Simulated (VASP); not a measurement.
# Rh (P6_3/mmc) in VASP: further runs, part 2 of 3

VASP 6.6.1.

## Step 4: Single point, r2SCAN

This run uses another cell than the first one, of 14.15 Å³/atom.

POSCAR

```
Rh
1.0
    2.7139867940      0.0000000000      0.0000000000
   -1.3569933970      2.3503863282      0.0000000000
    0.0000000000      0.0000000000      8.8707846198
Rh
4
Direct
    0.0000000000      0.0000000000      0.0000000000
    0.3333333333      0.6666666667      0.2500000000
    0.0000000000      0.0000000000      0.5000000000
    0.6666666667      0.3333333333      0.7500000000
```

INCAR.step1

```
  ALGO = Normal
  EDIFF = 1E-4
  ENCUT = 520
  GGA = PE
  ISMEAR = 1
  LASPH = True
  LCHARG = False
  LREAL = False
  LWAVE = True
  NBANDS = 38
  NELM = 60
  PREC = Accurate
  SIGMA = 0.1
```

INCAR.step2

```
  ALGO = Normal
  EDIFF = 1E-6
  ENCUT = 520
  ISIF = 2
  ISMEAR = 1
  ISTART = 1
  LASPH = True
  LCHARG = True
  LELF = True
  LMIXTAU = True
  LREAL = False
  LVHAR = True
  LWAVE = False
  METAGGA = R2SCAN
  NBANDS = 38
  NELM = 60
  PREC = Accurate
  SIGMA = 0.1
```

KPOINTS

```
k-points
0
Gamma
  10 10 3
```

Potentials or basis: VASP PAW PBE potentials, release 64 (Rh_pv).

Run with:

```console
$ cat potpaw_PBE.64/Rh_pv/POTCAR > POTCAR
$ cp INCAR.step1 INCAR
$ mpirun -np 1 vasp_std > vasp.out
$ cp INCAR.step2 INCAR
$ mpirun -np 1 vasp_std > vasp.out
```

OUTCAR:

```text
EDIFF = 1E-6
   ENCUT = 520
   ISIF = 2
   ISMEAR = 1
   ISTART = 1
   LASPH = True
   LREAL = False
   METAGGA = R2SCAN
   NELM = 60
   PREC = Accurate

 ion  position               nearest neighbor table
   1  0.000  0.000  0.000-   2 2.72   4 2.72   4 2.72   2 2.72   4 2.72   2 2.72
   2  0.333  0.667  0.250-   1 2.72   3 2.72   1 2.72   3 2.72   1 2.72   3 2.72
   3  0.000  0.000  0.500-   2 2.72   4 2.72   4 2.72   2 2.72   4 2.72   2 2.72
   4  0.667  0.333  0.750-   1 2.72   3 2.72   1 2.72   3 2.72   1 2.72   3 2.72

  LATTYP: Found a hexagonal cell.
 ALAT       =     2.7139867940
 C/A-ratio  =     3.2685437672

  Lattice vectors:

 A1 = (   2.7139867940,   0.0000000000,   0.0000000000)
 A2 = (  -1.3569933970,   2.3503863282,   0.0000000000)
 A3 = (   0.0000000000,   0.0000000000,   8.8707846198)

Analysis of symmetry for initial positions (statically):
=====================================================================
 Subroutine PRICEL returns:
 Original cell was already a primitive cell.

 Routine SETGRP: Setting up the symmetry group for a
 hexagonal supercell.

 Subroutine GETGRP returns: Found 24 space group operations
 (whereof 12 operations were pure point group operations)
 out of a pool of 24 trial point group operations.

The static configuration has the point symmetry D_3d.
 The point group associated with its full space group is D_6h.

Analysis of symmetry for dynamics (positions and initial velocities):
=====================================================================
 Subroutine PRICEL returns:
 Original cell was already a primitive cell.

 Routine SETGRP: Setting up the symmetry group for a
 hexagonal supercell.

 Subroutine GETGRP returns: Found 24 space group operations
 (whereof 12 operations were pure point group operations)
 out of a pool of 24 trial point group operations.

The dynamic configuration has the point symmetry D_3d.
 The point group associated with its full space group is D_6h.

 Subroutine INISYM returns: Found 24 space group operations
 (whereof 12 operations are pure point group operations),
 and found     1 'primitive' translations

----------------------------------------------------------------------------------------

                                     Primitive cell

  volume of cell :      56.5860

  direct lattice vectors                    reciprocal lattice vectors
     2.713986794  0.000000000  0.000000000     0.368461631  0.212730986  0.000000000
    -1.356993397  2.350386328  0.000000000     0.000000000  0.425461971  0.000000000
     0.000000000  0.000000000  8.870784620     0.000000000  0.000000000  0.112729600

  length of vectors
     2.713986794  2.713990967  8.870784620     0.425462625  0.425461971  0.112729600

  position of ions in fractional coordinates (direct lattice)
     0.000000000  0.000000000  0.000000000
     0.333333333  0.666666667  0.250000000
     0.000000000  0.000000000  0.500000000
     0.666666667  0.333333333  0.750000000

  ion indices of the primitive-cell ions
   primitive index   ion index
                 1           1
                 2           2
                 3           3
                 4           4

----------------------------------------------------------------------------------------

 KPOINTS: k-points

Automatic generation of k-mesh.
 Grid dimensions read from file:
 generate k-points for:   10   10    3

 Generating k-lattice:

  Cartesian coordinates                     Fractional coordinates (reciprocal lattice)
     0.036846163  0.021273099  0.000000000     0.100000000  0.000000000  0.000000000
     0.000000000  0.042546197  0.000000000     0.000000000  0.100000000  0.000000000
     0.000000000  0.000000000  0.037576533     0.000000000  0.000000000  0.333333333

  Length of vectors
     0.042546263  0.042546197  0.037576533

  Shift w.r.t. Gamma in fractional coordinates (k-lattice)
     0.000000000  0.000000000  0.000000000

 Subroutine IBZKPT returns following result:
 ===========================================

 Found     28 irreducible k-points:

 Following reciprocal coordinates:
            Coordinates               Weight
  0.000000  0.000000  0.000000      1.000000
  0.100000  0.000000  0.000000      6.000000
  0.200000  0.000000  0.000000      6.000000
  0.300000  0.000000  0.000000      6.000000
  0.400000 -0.000000  0.000000      6.000000
  0.500000  0.000000  0.000000      3.000000
[... 16 lines left out ...]
  0.300000  0.100000  0.333333     24.000000
  0.400000  0.100000  0.333333     24.000000
 [... further k-points ...]
   k-points           NKPTS =     28   k-points in BZ     NKDIM =     28   number of bands    NBANDS=     38
   number of dos      NEDOS =    301   number of ions     NIONS =      4
   total plane-waves  NPLWV =  28000
   dimension x,y,z NGX =    20 NGY =   20 NGZ =   70
   dimension x,y,z NGXF=    40 NGYF=   40 NGZF=  140
   ions per type =               4
   NGX,Y,Z   is equivalent  to a cutoff of  12.25, 12.25, 13.12 a.u.
   NGXF,Y,Z  is equivalent  to a cutoff of  24.50, 24.50, 26.24 a.u.
 SYSTEM =  unknown system
   PREC   = accura    normal or accurate (medium, high low for compatibility)
   ISTART =      1    job   : 0-new  1-cont  2-samecut
   ICHARG =      0    charge: 1-file 2-atom 10-const
   ISPIN  =      1    spin polarized calculation?
   LNONCOLLINEAR =      F non collinear calculations
   LSORBIT =      F    spin-orbit coupling
   LASPH  =      T    aspherical Exc in radial PAW
   ENCUT  =  520.0 eV  38.22 Ry    6.18 a.u.   5.05  5.05 16.49*2*pi/ulx,y,z
   NELM   =     60;   NELMIN=  2; NELMDL=  0     # of ELM steps
   EDIFF  = 0.1E-05   stopping-criterion for ELM
   LREAL  =      F    real-space projection
[... 7 lines left out ...]
   TEBEG  =    0.0;   TEEND  =   0.0 temperature during run
   PSTRESS=    0.0 pullay stress
   NELECT =      60.0000    total number of electrons
   NUPDOWN=      -1.0000    fix difference up-down
   EMIN   =  10.00;   EMAX   =-10.00  energy-range for DOS
   EFERMI =   0.00;   METHOD = LEGACY
   ISMEAR =     1;   SIGMA  =   0.10  broadening in eV -4-tet -1-fermi 0-gaus
   EFERMI_NEDOS =   21; number of points for ismear=-14 and -15
   IALGO  =     38    algorithm
   IMIX   =      4    mixing-type and parameters
     AMIX     =   0.40;   BMIX     =  1.00
     AMIX_MAG =   1.60;   BMIX_MAG =  1.00
  volume/ion in A,a.u.               =      14.15        95.47
  Fermi-wavevector in a.u.,A,eV,Ry     =   1.669381  3.154673 37.917183  2.786834
  Thomas-Fermi vector in A             =   2.755064
   LORBIT       =      0    0 simple, 1 ext, 2 COOP (PROOUT), +10 PAW based schemes
   METAGGA = R2SCAN    functional components
   LHFCALC =     F    Hartree Fock is set to
   AEXX    =    0.0000 exact exchange contribution
   IVDW    =     0    specifies the selected vdW correction
   LEPSILON=     F    determine dielectric tensor
   LRPA    =     F    only Hartree local field effects (RPA)
 non-spin polarized calculation
 Methfessel and Paxton  Order N= 1 SIGMA  =   0.10
  energy-cutoff  :      520.00
  volume of cell :       56.59
 maximum number of plane-waves:      1543
   NGX = 11   NGY = 11   NGZ = 33

 number of electron      60.0000000 magnetization

 Free energy of the ion-electron system (eV)
  ---------------------------------------------------
  ext. energy  EPLUGINS =         0.00000000
  ---------------------------------------------------
  free energy    TOTEN  =       -96.45769614 eV

  energy without entropy =      -96.45562366  energy(sigma->0) =      -96.45700532

 E-fermi :  11.2551     XC(G=0): -14.9954

 val. band max:       11.2484285121   @ k =   0.4000  -0.0000   0.3333
 cond. band min:      11.2809072860   @ k =   0.2000   0.1000   0.3333
 fundamental gap:      0.0324787739
 Fermi energy:        11.2551470764

 k-point     1 :       0.0000    0.0000    0.0000
  band No.  band energies     occupation
      1     -37.2209      2.00000
      2     -36.8809      2.00000
      3     -36.8616      2.00000
      4     -36.6256      2.00000
      5     -36.6255      2.00000
      6     -36.5909      2.00000
[... 30 lines left out ...]
     37      19.9603      0.00000
     38      26.2924      0.00000
[... 941 lines left out ...]
     37      20.6415      0.00000
     38      20.7128      0.00000

 [... further k-points ...]

------------------------ aborting loop because EDIFF is reached ----------------------------------------

  FORCE on cell =-STRESS in cart. coord.  units (eV):
  Direction    XX          YY          ZZ          XY          YZ          ZX
  --------------------------------------------------------------------------------------
  -------------------------------------------------------------------------------------
  Total       -2.4860921     -2.4861023     -2.1822778      0.0000000      0.0000000      0.0000000
  in kB      -70.3912675    -70.3915561    -61.7890618      0.0000000      0.0000000      0.0000000
  external PRESSURE =     -67.5239618 kB  Pullay stress =       0.0000000 kB

 VOLUME and BASIS-vectors are now :
 -----------------------------------------------------------------------------
  energy-cutoff  :      520.00
  volume of cell :       56.59
      direct lattice vectors                 reciprocal lattice vectors
     2.713986794  0.000000000  0.000000000     0.368461631  0.212730986  0.000000000
    -1.356993397  2.350386328  0.000000000     0.000000000  0.425461971  0.000000000
     0.000000000  0.000000000  8.870784620     0.000000000  0.000000000  0.112729600

 POSITION                                       TOTAL-FORCE (eV/Angst)
 -----------------------------------------------------------------------------------
      0.00000      0.00000      0.00000         0.000000      0.000000     -0.000000
     -0.00000      1.56692      2.21770        -0.000000      0.000000     -0.000000
      0.00000      0.00000      4.43539         0.000000      0.000000     -0.000000
      1.35699      0.78346      6.65309         0.000000      0.000000      0.000000
 -----------------------------------------------------------------------------------
    total drift:                                0.000000     -0.000000      0.000000

  FREE ENERGIE OF THE ION-ELECTRON SYSTEM (eV)
  ---------------------------------------------------
  free  energy   TOTEN  =       -96.4576961446 eV

  energy  without entropy=      -96.4556236567  energy(sigma->0) =      -96.45700532
```

Wall time 1.9 min (1 thread of Intel Xeon 6975P-C (Granite Rapids), shared host); peak memory 0.19 GiB.

Results:

```yaml
Free_energy: -96.4577 eV
Pressure: -6.8 GPa
Band_gap_on_the_k_mesh: zero (bands 30 and 31 overlap by 1.85 eV)
```

Caveat: the cell stands under tension; the PAW data sets were made with another functional, which shifts forces and pressure a little.

## Step 5: Single point, r2SCAN

This run uses another cell than the first one, of 14.49 Å³/atom.

POSCAR

```
Rh
1.0
    2.7358747295      0.0000000000      0.0000000000
   -1.3679373647      2.3693418753      0.0000000000
    0.0000000000      0.0000000000      8.9423262950
Rh
4
Direct
    0.0000000000      0.0000000000      0.0000000000
    0.3333333333      0.6666666667      0.2500000000
    0.0000000000      0.0000000000      0.5000000000
    0.6666666667      0.3333333333      0.7500000000
```

INCAR.step1

```
PREC = Accurate
ENCUT = 520
ISMEAR = 1
SIGMA = 0.1
LREAL = F
LASPH = T
NELM = 100
NBANDS = 38
GGA = PE
ALGO = Normal
EDIFF = 1E-4
LWAVE = T
LCHARG = F
```

INCAR.step2

```
PREC = Accurate
ENCUT = 520
EDIFF = 1E-7
ISMEAR = 1
SIGMA = 0.1
LREAL = F
LASPH = T
NELM = 100
ALGO = Normal
ISIF = 2
LWAVE = F
LCHARG = F
METAGGA = R2SCAN
LMIXTAU = T
NBANDS = 38
ISTART = 1
```

KPOINTS

```
regular mesh
0
Gamma
  10 10 3
```

Run with:

```console
$ cat potpaw_PBE.64/Rh_pv/POTCAR > POTCAR
$ cp INCAR.step1 INCAR
$ mpirun -np 1 vasp_std > vasp.out
$ cp INCAR.step2 INCAR
$ mpirun -np 1 vasp_std > vasp.out
```

It took 2.5 min on 1 thread of Intel Xeon 6975P-C (Granite Rapids), shared host; peak memory 0.19 GiB.

It converged, with:

* Free energy: -96.3758 eV
* Pressure: -12.3 GPa
* Band gap on the k mesh: zero (bands 30 and 31 overlap by 1.78 eV)

Stress tensor (GPa, compression positive):
```
-12.58   0.00   0.00
  0.00 -12.58   0.00
  0.00   0.00 -11.75
```

Levels at points of the mesh, in eV from the Fermi level:
```
           k point  band 25  band 26  band 27  band 28  band 29  band 30  band 31  band 32  band 33  band 34
(0.00, 0.00, 0.00)    -2.65    -2.52    -2.52    -1.43    -1.43    -0.85    -0.85    -0.37    -0.37     0.37
(0.50, 0.00, 0.00)    -1.51     0.45     0.49     0.55     0.59     0.76     0.78     0.82     1.43     2.44
```

Caveat: the cell stands under tension; the PAW data sets were made with another functional, which shifts forces and pressure a little.

[end of part 2 of 3]
